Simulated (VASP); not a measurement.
**EuRu3: single point with PBE+U**

The system is EuRu3.

```
Eu Ru
1.0
     4.11399    0.00000    0.00000
     0.00000    4.11399    0.00000
     0.00000    0.00000    4.11399
Eu Ru
1 3
Direct
  0.00000 0.00000 0.00000
  0.00000 0.50000 0.50000
  0.50000 0.50000 0.00000
  0.50000 0.00000 0.50000
```

```json
{
  "Program": "VASP 6.6.1",
  "Task": "single point",
  "Functional": "PBE",
  "Potentials or basis": "VASP PAW PBE potentials, release 64 (Eu, Ru_pv)",
  "Cutoff": "520 eV",
  "k mesh": "8 × 8 × 8",
  "Occupations": "gaussian, width 0.05 eV",
  "Spin": "collinear spin, ferrimagnetic start",
  "Starting moments": "[7.27, -0.71, -0.71, -0.71] μB",
  "Hubbard terms": "Eu f U = 6.0 eV"
}
```

```json
{
  "Pressure": "-3.3 GPa",
  "Net moment": "4.84 μB per cell",
  "Site moments": "Eu +6.46; Ru -0.61 μB",
  "Valence electrons inside the program's atomic spheres": "Eu 15.05; Ru 12.50"
}
```

Levels at points of the mesh, in eV from the Fermi level:
Spin up:
| k point | band 28 | band 29 | band 30 | band 31 | band 32 | band 33 | band 34 | band 35 | band 36 | band 37 |
| --- | --- | --- | --- | --- | --- | --- | --- | --- | --- | --- |
| (0.00, 0.00, 0.00) | -0.79 | -0.79 | -0.79 | 0.82 | 0.82 | 1.64 | 2.00 | 2.00 | 2.00 | 4.55 |
| (0.50, 0.00, 0.00) | -1.23 | -1.01 | -1.01 | -0.20 | 0.01 | 0.40 | 0.41 | 0.41 | 1.11 | 2.00 |
| (0.50, 0.50, 0.00) | -1.06 | -0.95 | -0.94 | -0.94 | -0.49 | 0.04 | 0.04 | 0.05 | 0.25 | 0.80 |
| (0.50, 0.50, 0.50) | -0.79 | -0.79 | -0.79 | -0.28 | -0.28 | 1.10 | 1.66 | 1.66 | 1.66 | 3.17 |
Spin down:
| k point | band 24 | band 25 | band 26 | band 27 | band 28 | band 29 | band 30 | band 31 |
| --- | --- | --- | --- | --- | --- | --- | --- | --- |
| (0.00, 0.00, 0.00) | 0.26 | 0.26 | 1.17 | 1.64 | 1.64 | 1.64 | 4.46 | 4.46 |
| (0.50, 0.00, 0.00) | -0.65 | -0.45 | -0.39 | -0.36 | -0.36 | 0.45 | 1.64 | 3.86 |
| (0.50, 0.50, 0.00) | -1.42 | -0.91 | -0.77 | -0.77 | -0.31 | -0.08 | 0.35 | 3.81 |
| (0.50, 0.50, 0.50) | -0.68 | -0.68 | 0.81 | 1.25 | 1.25 | 1.25 | 3.45 | 3.45 |

Eigenvalues of the final occupation matrices:
```tsv
site	spin	trace	eigenvalues
site 1 f	1	6.50	0.86 0.86 0.86 0.98 0.98 0.98 0.98
site 1 f	2	0.04	0.00 0.00 0.00 0.01 0.01 0.01 0.01
```

It took 4.7 min on 1 thread of Intel(R) Xeon(R) Platinum 8488C (Sapphire Rapids), with other jobs on the host, peak memory 0.32 GiB.

Caveat: the cell stands under tension; spin-orbit coupling is left out, which moves the levels of the heavy elements. The state reached can hang on the start; a lower one may exist.
